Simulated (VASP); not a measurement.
Crystal: Ni.

```xyz
1
Lattice="0.0000 1.7331 1.7331 1.7331 0.0000 1.7331 1.7331 1.7331 0.0000" Properties=species:S:1:pos:R:3 pbc="T T T"
Ni    0.0000    0.0000    0.0000
```

Base run:

* Program: VASP 6.6.1
* Functional: r2SCAN
* Potentials or basis: VASP PAW PBE potentials, release 64 (Ni)
* Cutoff: 520 eV
* k mesh: 15 × 15 × 15
* Occupations: gaussian, width 0.1 eV
* Spin: no spin polarisation

Its results: band gap on the k mesh zero (bands 5 and 6 overlap by 1.12 eV); pressure 0.1 GPa.

**Question.** The run is repeated on the same cell with these changes: occupations from gaussian, width 0.1 eV to gaussian, width 0.3 eV. What comes out?

**Answer.** Band gap on the k mesh zero (bands 5 and 6 overlap by 1.11 eV); pressure 0.8 GPa.

Caveats: the PAW data sets were made with another functional, which shifts forces and pressure a little; the run has no spin polarisation, though such a crystal can be magnetic; so wide a smearing shifts energies and pressures (at least some runs).
